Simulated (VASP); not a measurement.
Runs of VASP 6.6.1 on Cu. The structure is that of space group P6_3/mmc (No. 194), or close to it. The cells are those of the table. 

| cell | gap on the mesh (eV) | pressure (GPa) |
| --- | --- | --- |
| a = 2.413, b = 2.413, c = 3.974 Å, angles 90.0, 90.0, 120.0°, 2 atoms | none | (a) |
| a = 2.342, b = 2.342, c = 3.852 Å, angles 90.0, 90.0, 120.0°, 2 atoms | none | 51.4 |
| a = 2.266, b = 2.266, c = 3.723 Å, angles 90.0, 90.0, 120.0°, 2 atoms | none | 102.9 |
| a = 2.184, b = 2.184, c = 3.586 Å, angles 90.0, 90.0, 120.0°, 2 atoms | none | (b) |
| a = 2.480, b = 2.480, c = 4.089 Å, angles 90.0, 90.0, 120.0°, 2 atoms | none | 1.1 |
| a = 2.095, b = 2.095, c = 3.438 Å, angles 90.0, 90.0, 120.0°, 2 atoms | none | 340.3 |

Alike in all rows: task single point; level LDA; potentials or basis VASP PAW LDA potentials, release 64 (Cu); no spin polarisation; k mesh 17 × 17 × 10; cutoff (eV) 520; smearing fermi-dirac 0.1 eV.

Problem. Estimate the missing entries.

Solution. (a) 20.2; (b) 189.5.

A gap of «none» marks levels without a gap at the run's occupations.
